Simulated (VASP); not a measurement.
# MnH2O2 (P-3m1) in VASP: further runs

MnH2O2 is run at these levels: PBEsol; tasks: single point, relaxation of cell and atoms.

Everything below comes from runs of VASP 6.6.1. Logs are shortened: lines on timing, memory, paths and dates and some standing lists are left out, and cuts for length are marked.

### 1 The cell of the first run

Symmetry: P-3m1, No. 164, trigonal system. The conventional cell has a = 3.250 Å, b = 3.250 Å, c = 4.480 Å, α = 90.00°, β = 90.00°, γ = 120.00°. Mn (site symmetry -3m) has 6 O at 2.13 Å and 6 H at 2.74 Å within 2.8 Å. Within 1.3 Å of O (site symmetry 3m) lie 1 H at 0.99 Å. H (site symmetry 3m) has 1 O at 0.99 Å within 1.3 Å.

### 2 Single point, PBEsol, collinear spin, ferromagnetic start

INCAR reads:

```
SYSTEM = MnH2O2
PREC = Accurate ; ENCUT = 520
EDIFF = 1E-6 ; ISMEAR = -1
SIGMA = 0.05 ; LREAL = .FALSE.
LASPH = .TRUE. ; NELM = 150
ALGO = Normal ; ISIF = 2
LWAVE = .FALSE. ; LCHARG = .FALSE.
ISPIN = 2 ; MAGMOM = 4 0 0 0 0
LORBIT = 11 ; LMAXMIX = 4
GGA = PS ; NBANDS = 26
```

KPOINTS reads:

```
regular mesh
0
G
  9 9 6
  0 0 0
```

POSCAR reads:

```
MnH2O2
1.0
    3.2500000000      0.0000000000      0.0000000000
   -1.6250000000      2.8145825623      0.0000000000
    0.0000000000      0.0000000000      4.4800000000
Mn O H
1 2 2
Direct
    0.0000000000      0.0000000000      0.0000000000
    0.6666666667      0.3333333333      0.7740000000
    0.3333333333      0.6666666667      0.2260000000
    0.6666666667      0.3333333333      0.5540000000
    0.3333333333      0.6666666667      0.4460000000
```

Potentials or basis: VASP PAW PBE potentials, release 64 (Mn_pv, O, H).

Launch:

```console
$ cat potpaw_PBE.64/Mn_pv/POTCAR potpaw_PBE.64/O/POTCAR potpaw_PBE.64/H/POTCAR > POTCAR
$ mpirun -np 1 vasp_std > vasp.out
```

OUTCAR:

```text
SYSTEM = MnH2O2
   PREC = Accurate
   ENCUT = 520
   EDIFF = 1E-6
   ISMEAR = -1
   LREAL = .FALSE.
   LASPH = .TRUE.
   NELM = 150
   ISIF = 2
   ISPIN = 2
   LORBIT = 11
   GGA = PS

 ion  position               nearest neighbor table
   1  0.000  0.000  0.000-   2 2.13   3 2.13   2 2.13   3 2.13   2 2.13   3 2.13
   2  0.667  0.333  0.774-   4 0.99   1 2.13   1 2.13   1 2.13
   3  0.333  0.667  0.226-   5 0.99   1 2.13   1 2.13   1 2.13
   4  0.667  0.333  0.554-   2 0.99
   5  0.333  0.667  0.446-   3 0.99

  LATTYP: Found a hexagonal cell.
 ALAT       =     3.2500000000
 C/A-ratio  =     1.3784615385

  Lattice vectors:

 A1 = (   3.2500000000,   0.0000000000,   0.0000000000)
 A2 = (  -1.6250000000,   2.8145825623,   0.0000000000)
 A3 = (   0.0000000000,   0.0000000000,   4.4800000000)

Analysis of symmetry for initial positions (statically):
=====================================================================
 Subroutine PRICEL returns:
 Original cell was already a primitive cell.

 Routine SETGRP: Setting up the symmetry group for a
 hexagonal supercell.

 Subroutine GETGRP returns: Found 12 space group operations
 (whereof 12 operations were pure point group operations)
 out of a pool of 24 trial point group operations.

The static configuration has the point symmetry D_3d.

Analysis of symmetry for dynamics (positions and initial velocities):
=====================================================================
 Subroutine PRICEL returns:
 Original cell was already a primitive cell.

 Routine SETGRP: Setting up the symmetry group for a
 hexagonal supercell.

 Subroutine GETGRP returns: Found 12 space group operations
 (whereof 12 operations were pure point group operations)
 out of a pool of 24 trial point group operations.

The dynamic configuration has the point symmetry D_3d.

Analysis of structural, dynamic, and magnetic symmetry:
=====================================================================
 Subroutine PRICEL returns:
 Original cell was already a primitive cell.

 Routine SETGRP: Setting up the symmetry group for a
 hexagonal supercell.

 Subroutine GETGRP returns: Found 12 space group operations
 (whereof 12 operations were pure point group operations)
 out of a pool of 24 trial point group operations.

The overall configuration has the point symmetry D_3d.

 Subroutine INISYM returns: Found 12 space group operations
 (whereof 12 operations are pure point group operations),
 and found     1 'primitive' translations

----------------------------------------------------------------------------------------

                                     Primitive cell

  volume of cell :      40.9803

  direct lattice vectors                    reciprocal lattice vectors
     3.250000000  0.000000000  0.000000000     0.307692308  0.177646237  0.000000000
    -1.625000000  2.814582562  0.000000000     0.000000000  0.355292473  0.000000000
     0.000000000  0.000000000  4.480000000     0.000000000  0.000000000  0.223214286

  length of vectors
     3.250000000  3.250000000  4.480000000     0.355292473  0.355292473  0.223214286

  position of ions in fractional coordinates (direct lattice)
     0.000000000  0.000000000  0.000000000
     0.666666667  0.333333333  0.774000000
     0.333333333  0.666666667  0.226000000
     0.666666667  0.333333333  0.554000000
     0.333333333  0.666666667  0.446000000

  ion indices of the primitive-cell ions
   primitive index   ion index
                 1           1
                 2           2
                 3           3
                 4           4
                 5           5

----------------------------------------------------------------------------------------

 KPOINTS: regular mesh

Automatic generation of k-mesh.
 Grid dimensions read from file:
 generate k-points for:    9    9    6

 Generating k-lattice:

  Cartesian coordinates                     Fractional coordinates (reciprocal lattice)
     0.034188034  0.019738471  0.000000000     0.111111111  0.000000000  0.000000000
     0.000000000  0.039476941  0.000000000     0.000000000  0.111111111  0.000000000
     0.000000000  0.000000000  0.037202381     0.000000000  0.000000000  0.166666667

  Length of vectors
     0.039476941  0.039476941  0.037202381

  Shift w.r.t. Gamma in fractional coordinates (k-lattice)
     0.000000000  0.000000000  0.000000000

 Subroutine IBZKPT returns following result:
 ===========================================

 Found     62 irreducible k-points:

 Following reciprocal coordinates:
            Coordinates               Weight
  0.000000  0.000000  0.000000      1.000000
  0.111111 -0.000000  0.000000      6.000000
  0.222222 -0.000000  0.000000      6.000000
  0.333333  0.000000  0.000000      6.000000
  0.444444 -0.000000  0.000000      6.000000
  0.111111  0.111111  0.000000      6.000000
[... 16 lines left out ...]
  0.222222  0.111111  0.166667     12.000000
 -0.111111  0.333333  0.166667     12.000000
 [... further k-points ...]
   k-points           NKPTS =     62   k-points in BZ     NKDIM =     62   number of bands    NBANDS=     26
   number of dos      NEDOS =    301   number of ions     NIONS =      5
   total plane-waves  NPLWV =  20736
   dimension x,y,z NGX =    24 NGY =   24 NGZ =   36
   dimension x,y,z NGXF=    48 NGYF=   48 NGZF=   72
   ions per type =               1   2   2
   NGX,Y,Z   is equivalent  to a cutoff of  12.28, 12.28, 13.36 a.u.
   NGXF,Y,Z  is equivalent  to a cutoff of  24.55, 24.55, 26.72 a.u.
 SYSTEM =  MnH2O2
   PREC   = accura    normal or accurate (medium, high low for compatibility)
   ISTART =      0    job   : 0-new  1-cont  2-samecut
   ICHARG =      2    charge: 1-file 2-atom 10-const
   ISPIN  =      2    spin polarized calculation?
   LNONCOLLINEAR =      F non collinear calculations
   LSORBIT =      F    spin-orbit coupling
   LASPH  =      T    aspherical Exc in radial PAW
   ENCUT  =  520.0 eV  38.22 Ry    6.18 a.u.   6.04  6.04  8.33*2*pi/ulx,y,z
   NELM   =    150;   NELMIN=  2; NELMDL= -5     # of ELM steps
   EDIFF  = 0.1E-05   stopping-criterion for ELM
   LREAL  =      F    real-space projection
   EDIFFG = 0.1E-04   stopping-criterion for IOM
   NSW    =      0    number of steps for IOM
   IBRION =     -1    ionic relax: 0-MD 1-quasi-New 2-CG
   NFREE  =      0    steps in history (QN), initial steepest desc. (CG)
   ISIF   =      2    stress and relaxation
   ISYM   =      2    0-nonsym 1-usesym 2-fastsym
   POTIM  = 0.5000    time-step for ionic-motion
   TEBEG  =    0.0;   TEEND  =   0.0 temperature during run
   PSTRESS=    0.0 pullay stress
   NELECT =      27.0000    total number of electrons
   NUPDOWN=      -1.0000    fix difference up-down
   EMIN   =  10.00;   EMAX   =-10.00  energy-range for DOS
   EFERMI =   0.00;   METHOD = LEGACY
   ISMEAR =    -1;   SIGMA  =   0.05  broadening in eV -4-tet -1-fermi 0-gaus
   EFERMI_NEDOS =   21; number of points for ismear=-14 and -15
   IALGO  =     38    algorithm
   IMIX   =      4    mixing-type and parameters
     AMIX     =   0.40;   BMIX     =  1.00
     AMIX_MAG =   1.60;   BMIX_MAG =  1.00
  volume/ion in A,a.u.               =       8.20        55.31
  Fermi-wavevector in a.u.,A,eV,Ry     =   1.424528  2.691967 27.610027  2.029280
  Thomas-Fermi vector in A             =   2.545009
   LORBIT       =     11    0 simple, 1 ext, 2 COOP (PROOUT), +10 PAW based schemes
   GGA     = PS    functional components
   LHFCALC =     F    Hartree Fock is set to
   AEXX    =    0.0000 exact exchange contribution
   IVDW    =     0    specifies the selected vdW correction
   LEPSILON=     F    determine dielectric tensor
   LRPA    =     F    only Hartree local field effects (RPA)
 spin polarized calculation
  energy-cutoff  :      520.00
  volume of cell :       40.98
 maximum number of plane-waves:      1122
   NGX = 13   NGY = 13   NGZ = 17

 number of electron      27.0000032 magnetization       5.0000102

 Free energy of the ion-electron system (eV)
  ---------------------------------------------------
  ext. energy  EPLUGINS =         0.00000000
  ---------------------------------------------------
  free energy    TOTEN  =       -32.10295634 eV

  energy without entropy =      -32.10254149  energy(sigma->0) =      -32.10274892

 E-fermi :   5.2541     XC(G=0): -10.7651

 val. band max:        5.2329242093   @ k =   0.0000   0.0000   0.0000
 cond. band min:       5.6387886584   @ k =   0.0000   0.0000   0.1667
 fundamental gap:      0.4058644490
 Fermi energy:         5.2540949672

 spin component 1

 k-point     1 :       0.0000    0.0000    0.0000
  band No.  band energies     occupation
      1     -45.0174      1.00000
      2     -44.9167      1.00000
      3     -44.9167      1.00000
      4     -16.8978      1.00000
      5     -15.4412      1.00000
      6      -5.6282      1.00000
[... 17 lines left out ...]
     24      20.9020      0.00000
     25      20.9020      0.00000

 k-point     2 :       0.1111   -0.0000    0.0000
  band No.  band energies     occupation
      1     -45.0168      1.00000
      2     -44.9211      1.00000
      3     -44.9177      1.00000
      4     -16.8232      1.00000
      5     -15.4597      1.00000
      6      -5.4975      1.00000
[... 17 lines left out ...]
     24      20.4352      0.00000
     25      20.9632      0.00000
[... 586 lines left out ...]
     24      19.2779      0.00000
     25      21.0954      0.00000

 k-point    24 :      -0.1111    0.3333    0.1667
  band No.  band energies     occupation
      1     -45.0139      1.00000
      2     -44.9395      1.00000
      3     -44.9237      1.00000
      4     -16.4040      1.00000
      5     -15.6197      1.00000
      6      -4.8032      1.00000
[... 17 lines left out ...]
     24      19.6447      0.00000
     25      21.2649      0.00000

 [... further k-points ...]

 spin component 2

 k-point     1 :       0.0000    0.0000    0.0000
  band No.  band energies     occupation
      1     -40.2529      1.00000
      2     -40.1353      1.00000
      3     -40.1353      1.00000
      4     -16.6607      1.00000
      5     -15.2289      1.00000
      6      -5.2434      1.00000
[... 17 lines left out ...]
     24      21.2954      0.00000
     25      21.2954      0.00000

 k-point     2 :       0.1111   -0.0000    0.0000
  band No.  band energies     occupation
      1     -40.2519      1.00000
      2     -40.1413      1.00000
      3     -40.1367      1.00000
      4     -16.5878      1.00000
      5     -15.2466      1.00000
      6      -5.1207      1.00000
[... 17 lines left out ...]
     24      20.9943      0.00000
     25      21.7371      0.00000
[... 586 lines left out ...]
     24      19.9660      0.00000
     25      22.2231      0.00000

 k-point    24 :      -0.1111    0.3333    0.1667
  band No.  band energies     occupation
      1     -40.2477      1.00000
      2     -40.1662      1.00000
      3     -40.1446      1.00000
      4     -16.1786      1.00000
      5     -15.4024      1.00000
      6      -4.4532      1.00000
[... 17 lines left out ...]
     24      20.8241      0.00000
     25      21.9593      0.00000

 [... further k-points ...]

 [bands above 25 left out]

------------------------ aborting loop because EDIFF is reached ----------------------------------------

  FORCE on cell =-STRESS in cart. coord.  units (eV):
  Direction    XX          YY          ZZ          XY          YZ          ZX
  --------------------------------------------------------------------------------------
  -------------------------------------------------------------------------------------
  Total        1.8634641      1.8634641      1.2878432     -0.0000000      0.0000000      0.0000000
  in kB       72.8544752     72.8544752     50.3498507     -0.0000000      0.0000000      0.0000000
  external PRESSURE =      65.3529337 kB  Pullay stress =       0.0000000 kB

 VOLUME and BASIS-vectors are now :
 -----------------------------------------------------------------------------
  energy-cutoff  :      520.00
  volume of cell :       40.98
      direct lattice vectors                 reciprocal lattice vectors
     3.250000000  0.000000000  0.000000000     0.307692308  0.177646237  0.000000000
    -1.625000000  2.814582562  0.000000000     0.000000000  0.355292473  0.000000000
     0.000000000  0.000000000  4.480000000     0.000000000  0.000000000  0.223214286

 POSITION                                       TOTAL-FORCE (eV/Angst)
 -----------------------------------------------------------------------------------
      0.00000      0.00000      0.00000         0.000000      0.000000      0.000000
      1.62500      0.93819      3.46752        -0.000000      0.000000     -0.816281
     -0.00000      1.87639      1.01248         0.000000      0.000000      0.816281
      1.62500      0.93819      2.48192         0.000000     -0.000000      0.115166
     -0.00000      1.87639      1.99808         0.000000      0.000000     -0.115166
 -----------------------------------------------------------------------------------
    total drift:                               -0.000000      0.000000      0.000000

  FREE ENERGIE OF THE ION-ELECTRON SYSTEM (eV)
  ---------------------------------------------------
  free  energy   TOTEN  =       -32.1029563441 eV

  energy  without entropy=      -32.1025414907  energy(sigma->0) =      -32.10274892

 total charge

# of ion       s       p       d       tot
------------------------------------------
    1        0.215   6.209   4.975  11.399
    2        1.555   3.552   0.000   5.107
    3        1.555   3.552   0.000   5.107
    4        0.598   0.119   0.000   0.717
    5        0.598   0.119   0.000   0.717
--------------------------------------------------
tot          4.520  13.551   4.975  23.047

 magnetization (x)

# of ion       s       p       d       tot
------------------------------------------
    1        0.026   0.027   4.416   4.470
    2        0.018   0.079   0.000   0.097
    3        0.018   0.079   0.000   0.097
    4        0.007   0.003   0.000   0.010
    5        0.007   0.003   0.000   0.010
--------------------------------------------------
tot          0.076   0.191   4.416   4.684
```

Wall time 40 s (1 thread of Intel Xeon 6975P-C (Granite Rapids), shared host); peak memory 0.23 GiB.

What came out:

```yaml
Free_energy: -32.1030 eV
Pressure: 6.5 GPa
Largest_force: 0.816 eV/Å
Net_moment: 5.00 μB per cell
Site_moments: Mn +4.47; O +0.10; H +0.01 μB
Valence_electrons_inside_the_program's_atomic_spheres: Mn 11.40; O 5.11; H 0.72
```

Forces in eV/Å, atoms in the order of the input:
```
Mn   0.000  0.000  0.000
O    0.000  0.000 -0.816
O    0.000  0.000  0.816
H    0.000  0.000  0.115
H    0.000  0.000 -0.115
```

Levels at points of the mesh, in eV from the Fermi level:
Spin up:
```csv
k point,band 14,band 15,band 16,band 17,band 18,band 19
"(0.00, 0.00, 0.00)",-2.59,-0.32,-0.32,-0.02,3.54,8.84
"(0.00, 0.00, 0.50)",-2.67,-0.14,-0.14,1.92,4.01,8.13
```
Spin down:
| k point | band 7 | band 8 | band 9 | band 10 | band 11 | band 12 | band 13 | band 14 | band 15 | band 16 |
| --- | --- | --- | --- | --- | --- | --- | --- | --- | --- | --- |
| (0.00, 0.00, 0.00) | -6.87 | -5.51 | -5.51 | -3.90 | -3.90 | 0.48 | 1.51 | 1.51 | 1.73 | 3.21 |
| (0.00, 0.00, 0.50) | -8.50 | -5.35 | -5.35 | -4.13 | -4.13 | 1.32 | 1.45 | 1.45 | 2.46 | 3.39 |

Caveat: the cell stands under pressure; the PAW data sets were made with another functional, which shifts forces and pressure a little; a cell with one magnetic atom can't hold antiferromagnetic order, which such compounds often take.

### 3 Single point, PBEsol, collinear spin, ferromagnetic start

This run uses another cell than the first one, of 8.62 Å³/atom.

INCAR reads:

```
SYSTEM = MnH2O2
PREC = Accurate
ENCUT = 520
EDIFF = 1E-6
ISMEAR = -1
SIGMA = 0.05
LREAL = .False.
LASPH = .True.
NELM = 150
ALGO = Normal
ISIF = 2
LWAVE = .False.
LCHARG = .False.
ISPIN = 2
MAGMOM = 4 0 0 0 0
LORBIT = 11
LMAXMIX = 4
GGA = PS
NBANDS = 26
```

KPOINTS reads:

```
Automatic mesh
0
Gamma
  9 9 6
  0 0 0
```

POSCAR reads:

```
MnH2O2
1.0
    3.3031942968      0.0000000000      0.0000000000
   -1.6515971484      2.8606501746      0.0000000000
    0.0000000000      0.0000000000      4.5594103239
Mn O H
1 2 2
Direct
    0.0000000000      0.0000000000      0.0000000000
    0.6666666667      0.3333333333      0.7677011222
    0.3333333333      0.6666666667      0.2322988778
    0.6666666667      0.3333333333      0.5529365741
    0.3333333333      0.6666666667      0.4470634259
```

Potentials or basis: VASP PAW PBE potentials, release 64 (Mn_pv, O, H).

Launch:

```console
$ cat potpaw_PBE.64/Mn_pv/POTCAR potpaw_PBE.64/O/POTCAR potpaw_PBE.64/H/POTCAR > POTCAR
$ mpirun -np 1 vasp_std > vasp.out
```

Run time: 60 s. Hardware: 1 thread of Intel Xeon 6975P-C (Granite Rapids), shared host; peak memory 0.26 GiB.

It converged, with:

```yaml
Free_energy: -32.1699 eV
Pressure: 0.3 GPa
Largest_force: 0.126 eV/Å
Band_gap_on_the_k_mesh: 0.36 eV (least direct gap 0.54 eV)
Net_moment: 5.00 μB per cell
Site_moments: Mn +4.50; O +0.09; H +0.01 μB
Valence_electrons_inside_the_program's_atomic_spheres: Mn 11.33; O 5.09; H 0.73
```

Forces in eV/Å, atoms in the order of the input:
```
Mn   0.000  0.000  0.000
O    0.000  0.000  0.086
O    0.000  0.000 -0.086
H    0.000  0.000 -0.126
H    0.000  0.000  0.126
```

Stress tensor (GPa, compression positive):
```
-0.03  0.00  0.00
 0.00 -0.03  0.00
 0.00  0.00  0.94
```

Levels at points of the mesh, in eV from the valence-band top:
Spin up:
```tsv
k point	band 12	band 13	band 14	band 15	band 16	band 17	band 18	band 19	band 20	band 21
(0.00, 0.00, 0.00)	-2.37	-2.37	-2.27	-0.18	-0.18	0.36	4.10	8.94	12.28	12.28
(0.00, 0.00, 0.50)	-2.39	-2.39	-2.33	0.00	0.00	2.37	4.02	8.78	9.25	12.29
```
Spin down:
```
           k point  band 7  band 8  band 9  band 10  band 11  band 12  band 13  band 14  band 15  band 16
(0.00, 0.00, 0.00)   -6.40   -4.72   -4.72    -3.30    -3.30     0.90     1.91     1.91     2.05     3.38
(0.00, 0.00, 0.50)   -7.87   -4.55   -4.55    -3.54    -3.54     1.71     1.86     1.86     2.88     3.54
```

Caveat: the PAW data sets were made with another functional, which shifts forces and pressure a little; an odd mesh through Γ misses points on the zone boundary, where band edges can lie; a cell with one magnetic atom can't hold antiferromagnetic order, which such compounds often take.

[end of part 1 of 2]
